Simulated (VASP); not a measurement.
# Sn (a cell with a defect) in VASP: single point with LDA

Aim: the single point of Sn (a cell with a defect) with LDA.

Everything below comes from runs of VASP 6.6.1. Logs are shortened: lines on timing, memory, paths and dates and some standing lists are left out, and cuts for length are marked.

**1. The cell of the first run**

The cell holds a defect, 11 atoms: a = 9.845 Å, b = 6.563 Å, c = 6.563 Å, α = 109.47°, β = 109.47°, γ = 109.47°.

**2. Single point, LDA**

The input, INCAR:

```
SYSTEM = Sn
  PREC = Accurate
  ENCUT = 400
  EDIFF = 1E-6
  ISMEAR = -1
  SIGMA = 0.1
  LREAL = .False.
  LASPH = .True.
  NELM = 120
  ALGO = Normal
  ISIF = 2
  LWAVE = .False.
  LCHARG = .False.
  GGA = CA
  NBANDS = 88
  GGA_COMPAT = .False.
```

The input, KPOINTS:

```
Automatic mesh
0
Gamma
  2 3 3
  0 0 0
```

The input, POSCAR:

```
Sn
1.0
   -5.6839560000      5.6839560000      5.6839560000
    3.7893040000     -3.7893040000      3.7893040000
    3.7893040000      3.7893040000     -3.7893040000
Sn
11
Direct
    0.0000000000      0.0000000000      0.5000000000
    0.0000000000      0.5000000000      0.0000000000
    0.0000000000      0.5000000000      0.5000000000
    0.3398677322     -0.0118317136     -0.0118317136
    0.3230413332      0.0170229278      0.4690013227
    0.3230413332      0.4690013227      0.0170229278
    0.3250459570      0.5114927318      0.5114927318
    0.6601322678      0.0118317136      0.0118317136
    0.6769586668     -0.0170229278      0.5309986773
    0.6769586668      0.5309986773     -0.0170229278
    0.6749540430      0.4885072682      0.4885072682
```

Potentials or basis: VASP PAW LDA potentials, release 64 (Sn_d).

The run is started by

```console
cat potpaw_LDA.64/Sn_d/POTCAR > POTCAR
mpirun -np 1 vasp_std > vasp.out
```

OUTCAR:

```text
SYSTEM = Sn
   PREC = Accurate
   ENCUT = 400
   EDIFF = 1E-6
   ISMEAR = -1
   LREAL = .False.
   LASPH = .True.
   NELM = 120
   ISIF = 2
   GGA = CA

 ion  position               nearest neighbor table
   1  0.000  0.000  0.500-   5 3.22   9 3.22   6 3.23  10 3.23   3 3.28   3 3.28   7 3.74  11 3.74

   2  0.000  0.500  0.000-   6 3.22  10 3.22   5 3.23   9 3.23   3 3.28   3 3.28  11 3.74   7 3.74

   3  0.000  0.500  0.500-   7 3.15  11 3.15   8 3.25   4 3.25   1 3.28   2 3.28   2 3.28   1 3.28

   4  0.340  0.988  0.988-   8 3.05   6 3.16   5 3.16   3 3.25  11 3.29   5 3.43   6 3.43   7 3.53

   5  0.323  0.017  0.469-   7 3.16   4 3.16   1 3.22   2 3.23  10 3.41   7 3.43   4 3.43   9 3.46
                            11 3.73
   6  0.323  0.469  0.017-   7 3.16   4 3.16   2 3.22   1 3.23   9 3.41   7 3.43   4 3.43  10 3.46
                            11 3.73
   7  0.325  0.511  0.511-   3 3.15   5 3.16   6 3.16   8 3.29   5 3.43   6 3.43   4 3.53  11 3.55
                            10 3.73   9 3.73   2 3.74   1 3.74
   8  0.660  0.012  0.012-   4 3.05  10 3.16   9 3.16   3 3.25   7 3.29   9 3.43  10 3.43  11 3.53

   9  0.677  0.983  0.531-  11 3.16   8 3.16   1 3.22   2 3.23   6 3.41  11 3.43   8 3.43   5 3.46
                             7 3.73
  10  0.677  0.531  0.983-  11 3.16   8 3.16   2 3.22   1 3.23   5 3.41  11 3.43   8 3.43   6 3.46
                             7 3.73
  11  0.675  0.489  0.489-   3 3.15   9 3.16  10 3.16   4 3.29   9 3.43  10 3.43   8 3.53   7 3.55
                             6 3.73   5 3.73   2 3.74   1 3.74

  LATTYP: Found a base centered monoclinic cell.
 ALAT       =     7.5786080000
 B/A-ratio  =     1.4142135624
 C/A-ratio  =     1.0897247359
 COS(beta)  =    -0.2294157339

  Lattice vectors:

 A1 = (  -3.7893040000,   3.7893040000,  -3.7893040000)
 A2 = (  -3.7893040000,  -3.7893040000,   3.7893040000)
 A3 = (   1.8946520000,   5.6839560000,   5.6839560000)

Analysis of symmetry for initial positions (statically):
=====================================================================
 Subroutine PRICEL returns:
 Original cell was already a primitive cell.

 Routine SETGRP: Setting up the symmetry group for a
 base centered monoclinic supercell.

 Subroutine GETGRP returns: Found  4 space group operations
 (whereof  4 operations were pure point group operations)
 out of a pool of  4 trial point group operations.

The static configuration has the point symmetry C_2h.

Analysis of symmetry for dynamics (positions and initial velocities):
=====================================================================
 Subroutine PRICEL returns:
 Original cell was already a primitive cell.

 Routine SETGRP: Setting up the symmetry group for a
 base centered monoclinic supercell.

 Subroutine GETGRP returns: Found  4 space group operations
 (whereof  4 operations were pure point group operations)
 out of a pool of  4 trial point group operations.

The dynamic configuration has the point symmetry C_2h.

 Subroutine INISYM returns: Found  4 space group operations
 (whereof  4 operations are pure point group operations),
 and found     1 'primitive' translations

----------------------------------------------------------------------------------------

                                     Primitive cell

  volume of cell :     326.4597

  direct lattice vectors                    reciprocal lattice vectors
    -5.683956000  5.683956000  5.683956000     0.000000000  0.087966902  0.087966902
     3.789304000 -3.789304000  3.789304000     0.131950353  0.000000000  0.131950353
     3.789304000  3.789304000 -3.789304000     0.131950353  0.131950353  0.000000000

  length of vectors
     9.844900580  6.563267053  6.563267053     0.124403986  0.186605979  0.186605979

  position of ions in fractional coordinates (direct lattice)
[... 52 lines left out ...]
|           W WW W  AAAAAA  RRRRR   N  N N  II  N  N N  G  GGG   !            |
|           WW  WW  A    A  R   R   N   NN  II  N   NN  G    G                |
|           W    W  A    A  R    R  N    N  II  N    N   GGGG   !!!           |
|                                                                             |
|     Your reciprocal lattice and k-lattice belong to different lattice       |
|     classes:                                                                |
|                                                                             |
|        The reciprocal lattice is base-centered monoclinic,                  |
|        whereas your k-lattice is face-centered cubic.                       |
|                                                                             |
|     Results are often still useful ...                                      |
|                                                                             |
 -----------------------------------------------------------------------------

 Subroutine IBZKPT returns following result:
 ===========================================

 Found      8 irreducible k-points:

 Following reciprocal coordinates:
            Coordinates               Weight
  0.000000  0.000000  0.000000      1.000000
  0.500000  0.000000  0.000000      1.000000
  0.000000  0.333333  0.000000      4.000000
  0.500000  0.333333 -0.000000      4.000000
 -0.000000  0.333333  0.333333      2.000000
  0.500000  0.333333  0.333333      2.000000
  0.000000 -0.333333  0.333333      2.000000
  0.500000 -0.333333  0.333333      2.000000
   k-points           NKPTS =      8   k-points in BZ     NKDIM =      8   number of bands    NBANDS=     88
   number of dos      NEDOS =    301   number of ions     NIONS =     11
   total plane-waves  NPLWV = 147456
   dimension x,y,z NGX =    64 NGY =   48 NGZ =   48
   dimension x,y,z NGXF=   128 NGYF=   96 NGZF=   96
   ions per type =              11
   NGX,Y,Z   is equivalent  to a cutoff of  10.81, 12.16, 12.16 a.u.
   NGXF,Y,Z  is equivalent  to a cutoff of  21.61, 24.32, 24.32 a.u.
 SYSTEM =  Sn
   PREC   = accura    normal or accurate (medium, high low for compatibility)
   ISTART =      0    job   : 0-new  1-cont  2-samecut
   ICHARG =      2    charge: 1-file 2-atom 10-const
   ISPIN  =      1    spin polarized calculation?
   LNONCOLLINEAR =      F non collinear calculations
   LSORBIT =      F    spin-orbit coupling
   LASPH  =      T    aspherical Exc in radial PAW
   ENCUT  =  400.0 eV  29.40 Ry    5.42 a.u.  16.05 10.70 10.70*2*pi/ulx,y,z
   NELM   =    120;   NELMIN=  2; NELMDL= -5     # of ELM steps
   EDIFF  = 0.1E-05   stopping-criterion for ELM
   LREAL  =      F    real-space projection
   EDIFFG = 0.1E-04   stopping-criterion for IOM
   NSW    =      0    number of steps for IOM
   IBRION =     -1    ionic relax: 0-MD 1-quasi-New 2-CG
   NFREE  =      0    steps in history (QN), initial steepest desc. (CG)
   ISIF   =      2    stress and relaxation
   ISYM   =      2    0-nonsym 1-usesym 2-fastsym
   POTIM  = 0.5000    time-step for ionic-motion
   TEBEG  =    0.0;   TEEND  =   0.0 temperature during run
   PSTRESS=    0.0 pullay stress
   NELECT =     154.0000    total number of electrons
   NUPDOWN=      -1.0000    fix difference up-down
   EMIN   =  10.00;   EMAX   =-10.00  energy-range for DOS
   EFERMI =   0.00;   METHOD = LEGACY
   ISMEAR =    -1;   SIGMA  =   0.10  broadening in eV -4-tet -1-fermi 0-gaus
   EFERMI_NEDOS =   21; number of points for ismear=-14 and -15
   IALGO  =     38    algorithm
   IMIX   =      4    mixing-type and parameters
     AMIX     =   0.40;   BMIX     =  1.00
     AMIX_MAG =   1.60;   BMIX_MAG =  1.00
  volume/ion in A,a.u.               =      29.68       200.28
  Fermi-wavevector in a.u.,A,eV,Ry     =   1.274398  2.408264 22.097102  1.624091
  Thomas-Fermi vector in A             =   2.407169
   LORBIT       =      0    0 simple, 1 ext, 2 COOP (PROOUT), +10 PAW based schemes
   GGA     = CA    functional components
   LHFCALC =     F    Hartree Fock is set to
   AEXX    =    0.0000 exact exchange contribution
   IVDW    =     0    specifies the selected vdW correction
   LEPSILON=     F    determine dielectric tensor
   LRPA    =     F    only Hartree local field effects (RPA)
 non-spin polarized calculation
  energy-cutoff  :      400.00
  volume of cell :      326.46
 maximum number of plane-waves:      5956
   NGX = 33   NGY = 21   NGZ = 21

 number of electron     153.9999994 magnetization

 Free energy of the ion-electron system (eV)
  ---------------------------------------------------
  ext. energy  EPLUGINS =         0.00000000
  ---------------------------------------------------
  free energy    TOTEN  =       -48.15618560 eV

  energy without entropy =      -47.96198127  energy(sigma->0) =      -48.05908344

 E-fermi :   6.7690     XC(G=0): -10.1068

 val. band max:        6.7561779842   @ k =   0.5000  -0.3333   0.3333
 cond. band min:       6.8108331630   @ k =   0.5000  -0.3333   0.3333
 fundamental gap:      0.0546551788
 Fermi energy:         6.7689976214

 k-point     1 :       0.0000    0.0000    0.0000
  band No.  band energies     occupation
      1     -14.7443      2.00000
      2     -14.7324      2.00000
      3     -14.7262      2.00000
      4     -14.7111      2.00000
      5     -14.7011      2.00000
      6     -14.6951      2.00000
[... 717 lines left out ...]
     87       9.7265      0.00000
     88       9.9482      0.00000

------------------------ aborting loop because EDIFF is reached ----------------------------------------

  FORCE on cell =-STRESS in cart. coord.  units (eV):
  Direction    XX          YY          ZZ          XY          YZ          ZX
  --------------------------------------------------------------------------------------
  -------------------------------------------------------------------------------------
  Total       -8.9561010     -8.4652577     -8.4652577      0.7388216     -0.4578808      0.7388214
  in kB      -43.9541587    -41.5452304    -41.5452304      3.6259397     -2.2471571      3.6259385
  external PRESSURE =     -42.3482065 kB  Pullay stress =       0.0000000 kB

 VOLUME and BASIS-vectors are now :
 -----------------------------------------------------------------------------
  energy-cutoff  :      400.00
  volume of cell :      326.46
      direct lattice vectors                 reciprocal lattice vectors
    -5.683956000  5.683956000  5.683956000     0.000000000  0.087966902  0.087966902
     3.789304000 -3.789304000  3.789304000     0.131950353  0.000000000  0.131950353
     3.789304000  3.789304000 -3.789304000     0.131950353  0.131950353  0.000000000

 POSITION                                       TOTAL-FORCE (eV/Angst)
 -----------------------------------------------------------------------------------
      1.89465      1.89465     -1.89465        -0.000000      0.000000      0.000000
      1.89465     -1.89465      1.89465        -0.000000      0.000000      0.000000
      3.78930      0.00000      0.00000        -0.000000      0.000000      0.000000
      5.55715      1.93179      1.93179        -0.010651      0.005733      0.005733
      0.00554      3.54884      0.12347        -0.007358      0.010765      0.027239
      0.00554      0.12347      3.54884        -0.007358      0.027239      0.010765
      2.02886      1.84755      1.84755         0.011999      0.007112      0.007112
     -3.66249      3.75216      3.75216         0.010651     -0.005733     -0.005733
      1.88911      2.13512      5.56049         0.007358     -0.010765     -0.027239
      1.88911      5.56049      2.13512         0.007358     -0.027239     -0.010765
     -0.13420      3.83641      3.83641        -0.011999     -0.007112     -0.007112
 -----------------------------------------------------------------------------------
    total drift:                                0.000000      0.000000     -0.000000

  FREE ENERGIE OF THE ION-ELECTRON SYSTEM (eV)
  ---------------------------------------------------
  free  energy   TOTEN  =       -48.1561856036 eV

  energy  without entropy=      -47.9619812722  energy(sigma->0) =      -48.05908344
```

It took 2.1 min on 1 thread of AMD EPYC 9R45 (Zen 5), shared host; peak memory 0.29 GiB.

Results:

| Quantity | Value |
| --- | --- |
| Free energy | -48.1562 eV |
| Pressure | -4.2 GPa |
| Largest force | 0.030 eV/Å |
| Band gap on the k mesh | zero (bands 77 and 78 overlap by 0.81 eV) |

Forces in eV/Å, atoms in the order of the input:
```
Sn   0.000  0.000  0.000
Sn   0.000  0.000  0.000
Sn   0.000  0.000  0.000
Sn  -0.011  0.006  0.006
Sn  -0.007  0.011  0.027
Sn  -0.007  0.027  0.011
Sn   0.012  0.007  0.007
Sn   0.011 -0.006 -0.006
Sn   0.007 -0.011 -0.027
Sn   0.007 -0.027 -0.011
Sn  -0.012 -0.007 -0.007
```

Stress tensor (GPa, compression positive):
```
-4.40  0.36  0.36
 0.36 -4.15 -0.22
 0.36 -0.22 -4.15
```

Caveat: the k points lie up to 0.39 Å⁻¹ apart, too coarse for converged energies and pressures of a metal; spin-orbit coupling is left out, which moves the levels of the heavy elements.

The gap in the log of VASP goes by the Fermi energy; the results here count the filled bands.